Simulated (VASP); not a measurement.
# AlNi (Cmmm) in VASP: single point with PBEsol

Aim: the single point of AlNi with PBEsol.

Everything below comes from runs of VASP 6.6.1. Logs are shortened: lines on timing, memory, paths and dates and some standing lists are left out, and cuts for length are marked.

## (1) The cell of the first run

Symmetry: Cmmm, No. 65, orthorhombic system. Conventional cell: a = 3.877 Å, b = 3.906 Å, c = 3.099 Å, α = 90.00°, β = 90.00°, γ = 90.00°. Within 3.3 Å of Al (site symmetry mmm) lie 8 Ni at 2.48 to 2.49 Å and 6 Al at 2.75 to 3.10 Å. Ni (site symmetry mmm) has 8 Al at 2.48 to 2.49 Å and 6 Ni at 2.75 to 3.10 Å within 3.3 Å.

## (2) Single point, PBEsol, collinear spin, ferromagnetic start

Input file INCAR:

```
SYSTEM = AlNi
ALGO     = Normal         ! electronic algorithm
EDIFF    = 1E-6           ! SCF threshold, eV
ENCUT    = 520            ! plane-wave cutoff, eV
GGA      = PS             ! functional
ISIF     = 2              ! what is computed and relaxed
ISMEAR   = -1             ! smearing method
ISPIN    = 2              ! spin polarisation
LASPH    = .TRUE.         ! aspherical terms in the spheres
LCHARG   = .TRUE.         ! write CHGCAR
LELF     = .TRUE.         ! ELF
LMAXMIX  = 4              ! l up to which the mixer works
LORBIT   = 11             ! projections on sites
LREAL    = .FALSE.        ! projectors in reciprocal space
LVHAR    = .TRUE.       
LWAVE    = .FALSE.        ! write WAVECAR
MAGMOM   = 0 2            ! initial moments
NBANDS   = 18             ! bands
NELM     = 150            ! most SCF steps
PREC     = Accurate       ! precision mode
SIGMA    = 0.1            ! smearing width, eV
```

Input file KPOINTS:

```
k-points
0
G
  11 11 10
  0 0 0
```

Input file POSCAR:

```
AlNi
1.0
    1.9386940000     -1.9531901500      0.0000000000
    1.9386940000      1.9531901500      0.0000000000
    0.0000000000      0.0000000000      3.0994300400
Al Ni
1 1
Direct
    0.0000000000      0.0000000000      0.0000000000
    0.5000000000      0.5000000000      0.5000000000
```

Potentials or basis: VASP PAW PBE potentials, release 64 (Al, Ni).

Launch:

```console
cat potpaw_PBE.64/Al/POTCAR potpaw_PBE.64/Ni/POTCAR > POTCAR
mpirun -np 1 vasp_std > vasp.out
```

OUTCAR:

```text
SYSTEM = AlNi
   EDIFF = 1E-6
   ENCUT = 520
   GGA = PS
   ISIF = 2
   ISMEAR = -1
   ISPIN = 2
   LASPH = .TRUE.
   LORBIT = 11
   LREAL = .FALSE.
   NELM = 150
   PREC = Accurate

 ion  position               nearest neighbor table
   1  0.000  0.000  0.000-   2 2.48   2 2.48   2 2.48   2 2.48   2 2.49   2 2.49   2 2.49   2 2.49

   2  0.500  0.500  0.500-   1 2.48   1 2.48   1 2.48   1 2.48   1 2.49   1 2.49   1 2.49   1 2.49

  LATTYP: Found a base centered orthorhombic cell.
 ALAT       =     3.8773880000
 B/A-ratio  =     1.0074772759
 C/A-ratio  =     0.7993603013

  Lattice vectors:

 A1 = (   1.9386940000,  -1.9531901500,   0.0000000000)
 A2 = (   1.9386940000,   1.9531901500,   0.0000000000)
 A3 = (   0.0000000000,   0.0000000000,   3.0994300400)

Analysis of symmetry for initial positions (statically):
=====================================================================
 Subroutine PRICEL returns:
 Original cell was already a primitive cell.

 Routine SETGRP: Setting up the symmetry group for a
 base centered orthorhombic supercell.

 Subroutine GETGRP returns: Found  8 space group operations
 (whereof  8 operations were pure point group operations)
 out of a pool of  8 trial point group operations.

The static configuration has the point symmetry D_2h.

Analysis of symmetry for dynamics (positions and initial velocities):
=====================================================================
 Subroutine PRICEL returns:
 Original cell was already a primitive cell.

 Routine SETGRP: Setting up the symmetry group for a
 base centered orthorhombic supercell.

 Subroutine GETGRP returns: Found  8 space group operations
 (whereof  8 operations were pure point group operations)
 out of a pool of  8 trial point group operations.

The dynamic configuration has the point symmetry D_2h.

Analysis of structural, dynamic, and magnetic symmetry:
=====================================================================
 Subroutine PRICEL returns:
 Original cell was already a primitive cell.

 Routine SETGRP: Setting up the symmetry group for a
 base centered orthorhombic supercell.

 Subroutine GETGRP returns: Found  8 space group operations
 (whereof  8 operations were pure point group operations)
 out of a pool of  8 trial point group operations.

The overall configuration has the point symmetry D_2h.

 Subroutine INISYM returns: Found  8 space group operations
 (whereof  8 operations are pure point group operations),
 and found     1 'primitive' translations

----------------------------------------------------------------------------------------

                                     Primitive cell

  volume of cell :      23.4728

  direct lattice vectors                    reciprocal lattice vectors
     1.938694000 -1.953190150  0.000000000     0.257905580 -0.255991461  0.000000000
     1.938694000  1.953190150  0.000000000     0.257905580  0.255991461  0.000000000
     0.000000000  0.000000000  3.099430040     0.000000000  0.000000000  0.322639965

  length of vectors
     2.751996764  2.751996764  3.099430040     0.363382603  0.363382603  0.322639965

  position of ions in fractional coordinates (direct lattice)
     0.000000000  0.000000000  0.000000000
     0.500000000  0.500000000  0.500000000

  ion indices of the primitive-cell ions
   primitive index   ion index
                 1           1
                 2           2

----------------------------------------------------------------------------------------

 KPOINTS: k-points

Automatic generation of k-mesh.
 Grid dimensions read from file:
 generate k-points for:   11   11   10

 Generating k-lattice:

  Cartesian coordinates                     Fractional coordinates (reciprocal lattice)
     0.023445962 -0.023271951  0.000000000     0.090909091  0.000000000  0.000000000
     0.023445962  0.023271951  0.000000000     0.000000000  0.090909091  0.000000000
     0.000000000  0.000000000  0.032263997     0.000000000  0.000000000  0.100000000

  Length of vectors
     0.033034782  0.033034782  0.032263997

  Shift w.r.t. Gamma in fractional coordinates (k-lattice)
     0.000000000  0.000000000  0.000000000

 Subroutine IBZKPT returns following result:
 ===========================================

 Found    216 irreducible k-points:

 Following reciprocal coordinates:
            Coordinates               Weight
  0.000000  0.000000  0.000000      1.000000
  0.090909  0.000000  0.000000      4.000000
  0.181818 -0.000000  0.000000      4.000000
  0.272727  0.000000  0.000000      4.000000
  0.363636 -0.000000  0.000000      4.000000
  0.454545  0.000000  0.000000      4.000000
[... 16 lines left out ...]
 -0.272727  0.181818  0.000000      4.000000
 -0.181818  0.181818  0.000000      2.000000
 [... further k-points ...]
   k-points           NKPTS =    216   k-points in BZ     NKDIM =    216   number of bands    NBANDS=     18
   number of dos      NEDOS =    301   number of ions     NIONS =      2
   total plane-waves  NPLWV =   9600
   dimension x,y,z NGX =    20 NGY =   20 NGZ =   24
   dimension x,y,z NGXF=    40 NGYF=   40 NGZF=   48
   ions per type =               1   1
   NGX,Y,Z   is equivalent  to a cutoff of  12.08, 12.08, 12.87 a.u.
   NGXF,Y,Z  is equivalent  to a cutoff of  24.16, 24.16, 25.75 a.u.
 SYSTEM =  AlNi
   PREC   = accura    normal or accurate (medium, high low for compatibility)
   ISTART =      0    job   : 0-new  1-cont  2-samecut
   ICHARG =      2    charge: 1-file 2-atom 10-const
   ISPIN  =      2    spin polarized calculation?
   LNONCOLLINEAR =      F non collinear calculations
   LSORBIT =      F    spin-orbit coupling
   LASPH  =      T    aspherical Exc in radial PAW
   ENCUT  =  520.0 eV  38.22 Ry    6.18 a.u.   5.12  5.12  5.76*2*pi/ulx,y,z
   NELM   =    150;   NELMIN=  2; NELMDL= -5     # of ELM steps
   EDIFF  = 0.1E-05   stopping-criterion for ELM
   LREAL  =      F    real-space projection
   EDIFFG = 0.1E-04   stopping-criterion for IOM
   NSW    =      0    number of steps for IOM
   IBRION =     -1    ionic relax: 0-MD 1-quasi-New 2-CG
   NFREE  =      0    steps in history (QN), initial steepest desc. (CG)
   ISIF   =      2    stress and relaxation
   ISYM   =      2    0-nonsym 1-usesym 2-fastsym
   POTIM  = 0.5000    time-step for ionic-motion
   TEBEG  =    0.0;   TEEND  =   0.0 temperature during run
   PSTRESS=    0.0 pullay stress
   NELECT =      13.0000    total number of electrons
   NUPDOWN=      -1.0000    fix difference up-down
   EMIN   =  10.00;   EMAX   =-10.00  energy-range for DOS
   EFERMI =   0.00;   METHOD = LEGACY
   ISMEAR =    -1;   SIGMA  =   0.10  broadening in eV -4-tet -1-fermi 0-gaus
   EFERMI_NEDOS =   21; number of points for ismear=-14 and -15
   IALGO  =     38    algorithm
   IMIX   =      4    mixing-type and parameters
     AMIX     =   0.40;   BMIX     =  1.00
     AMIX_MAG =   1.60;   BMIX_MAG =  1.00
  volume/ion in A,a.u.               =      11.74        79.20
  Fermi-wavevector in a.u.,A,eV,Ry     =   1.344417  2.540580 24.591955  1.807458
  Thomas-Fermi vector in A             =   2.472413
   LORBIT       =     11    0 simple, 1 ext, 2 COOP (PROOUT), +10 PAW based schemes
   GGA     = PS    functional components
   LHFCALC =     F    Hartree Fock is set to
   AEXX    =    0.0000 exact exchange contribution
   IVDW    =     0    specifies the selected vdW correction
   LEPSILON=     F    determine dielectric tensor
   LRPA    =     F    only Hartree local field effects (RPA)
 spin polarized calculation
  energy-cutoff  :      520.00
  volume of cell :       23.47
 maximum number of plane-waves:       643
   NGX = 11   NGY = 11   NGZ = 11

 number of electron      13.0000022 magnetization      -0.0001286

 number of electron      13.0000022 magnetization       0.0000463

 Free energy of the ion-electron system (eV)
  ---------------------------------------------------
  ext. energy  EPLUGINS =         0.00000000
  ---------------------------------------------------
  free energy    TOTEN  =       -11.55682345 eV

  energy without entropy =      -11.52784861  energy(sigma->0) =      -11.54233603

 E-fermi :  10.1620     XC(G=0): -12.2572

 val. band max:       10.1507868588   @ k =   0.3636  -0.0000   0.0000
 cond. band min:      10.1679341709   @ k =  -0.4545   0.2727   0.3000
 fundamental gap:      0.0171473121
 Fermi energy:        10.1619502632

 spin component 1

 k-point     1 :       0.0000    0.0000    0.0000
  band No.  band energies     occupation
      1      -1.1361      1.00000
      2       6.7079      1.00000
      3       6.8443      1.00000
      4       8.4713      1.00000
      5       8.4907      1.00000
      6       8.7801      1.00000
[... 10 lines left out ...]
     17      33.5627      0.00000
     18      33.5693      0.00000
[... 463 lines left out ...]
 k-point    24 :      -0.1818    0.1818    0.0000
  band No.  band energies     occupation
      1       0.1642      1.00000
      2       6.9440      1.00000
      3       7.0052      1.00000
      4       8.0586      1.00000
      5       8.2429      1.00000
      6       8.2660      1.00000
[... 10 lines left out ...]
     17      32.4760      0.00000
     18      37.1160      0.00000

 [... further k-points ...]

 spin component 2

 k-point     1 :       0.0000    0.0000    0.0000
  band No.  band energies     occupation
      1      -1.1361      1.00000
      2       6.7080      1.00000
      3       6.8444      1.00000
      4       8.4715      1.00000
      5       8.4909      1.00000
      6       8.7803      1.00000
[... 10 lines left out ...]
     17      33.5623      0.00000
     18      33.5686      0.00000
[... 463 lines left out ...]
 k-point    24 :      -0.1818    0.1818    0.0000
  band No.  band energies     occupation
      1       0.1642      1.00000
      2       6.9441      1.00000
      3       7.0053      1.00000
      4       8.0588      1.00000
      5       8.2431      1.00000
      6       8.2662      1.00000
[... 10 lines left out ...]
     17      32.4760      0.00000
     18      37.1186      0.00000

 [... further k-points ...]
[... 5 lines left out ...]
  --------------------------------------------------------------------------------------
  -------------------------------------------------------------------------------------
  Total        0.5104341      0.2659901     -0.5288523     -0.0000000      0.0000000      0.0000000
  in kB       34.8405238     18.1555932    -36.0976835     -0.0000000      0.0000000      0.0000000
  external PRESSURE =       5.6328112 kB  Pullay stress =       0.0000000 kB

 VOLUME and BASIS-vectors are now :
 -----------------------------------------------------------------------------
  energy-cutoff  :      520.00
  volume of cell :       23.47
      direct lattice vectors                 reciprocal lattice vectors
     1.938694000 -1.953190150  0.000000000     0.257905580 -0.255991461  0.000000000
     1.938694000  1.953190150  0.000000000     0.257905580  0.255991461  0.000000000
     0.000000000  0.000000000  3.099430040     0.000000000  0.000000000  0.322639965

 POSITION                                       TOTAL-FORCE (eV/Angst)
 -----------------------------------------------------------------------------------
      0.00000      0.00000      0.00000         0.000000     -0.000000      0.000000
      1.93869      0.00000      1.54972        -0.000000      0.000000      0.000000
 -----------------------------------------------------------------------------------
    total drift:                                0.000000      0.000000      0.000000

  FREE ENERGIE OF THE ION-ELECTRON SYSTEM (eV)
  ---------------------------------------------------
  free  energy   TOTEN  =       -11.5568234530 eV

  energy  without entropy=      -11.5278486106  energy(sigma->0) =      -11.54233603

 total charge

# of ion       s       p       d       tot
------------------------------------------
    1        0.387   0.423   0.000   0.810
    2        0.490   0.539   8.477   9.505
--------------------------------------------------
tot          0.876   0.963   8.477  10.315

 magnetization (x)

# of ion       s       p       d       tot
------------------------------------------
    1        0.000   0.000   0.000   0.000
    2        0.000   0.000   0.000   0.000
--------------------------------------------------
tot          0.000   0.000   0.000   0.000
```

Wall time 4 min (1 thread of AMD EPYC 7R43 (Zen 3), shared host); peak memory 0.2 GiB.

Results:

- Free energy: -11.5568 eV
- Pressure: 0.6 GPa
- Net moment: 0.00 μB per cell
- Valence electrons inside the program's atomic spheres: Al 0.81; Ni 9.51

Stress tensor (GPa, compression positive):
```
 3.48  0.00  0.00
 0.00  1.82  0.00
 0.00  0.00 -3.61
```

Caveat: the starting moments collapsed, and a magnetic state may lie lower; the PAW data sets were made with another functional, which shifts forces and pressure a little.
